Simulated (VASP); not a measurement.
Here is a VASP 6.6.1 calculation.

Contents of INCAR:

```
SYSTEM = MnPt2
PREC = Accurate
ENCUT = 520
EDIFF = 1E-6
ISMEAR = 0
SIGMA = 0.020999999999999998
LREAL = .False.
LASPH = .True.
NELM = 150
ALGO = Normal
ISIF = 2
LWAVE = .False.
LCHARG = .False.
ISPIN = 2
MAGMOM = 0 0 4
LORBIT = 11
LMAXMIX = 4
GGA = PE
NBANDS = 28
```

The input KPOINTS:

```
Automatic mesh
0
Gamma
  11 11 4
  0 0 0
```

Contents of POSCAR:

```
MnPt2
1.0
    2.8584044518      0.0000000000      0.0000000000
   -1.4292022259      2.4754508696      0.0000000000
    0.0000000000      0.0000000000      6.5325040000
Pt Mn
2 1
Direct
    0.6666666667      0.3333333333      0.3162060000
    0.3333333333      0.6666666667      0.6837940000
    0.0000000000      0.0000000000      0.0000000000
```

Potentials or basis: VASP PAW PBE potentials, release 64 (Pt, Mn_pv).

Run with:

```console
$ cat potpaw_PBE.64/Pt/POTCAR potpaw_PBE.64/Mn_pv/POTCAR > POTCAR
$ mpirun -np 1 vasp_std > vasp.out
```

Problem. What does it give for the pressure?

Solution. -0.4 GPa.

Problem. What does it give for the largest force?

Solution. 0.039 eV/Å.

Problem. Predict the net moment.

Solution. 4.63 μB per cell.

Problem. What does it give for the site moments?

Solution. Pt +0.33; Mn +3.79 μB.

Forces in eV/Å, atoms in the order of the input:
```
Pt   0.000  0.000  0.039
Pt   0.000  0.000 -0.039
Mn   0.000  0.000  0.000
```
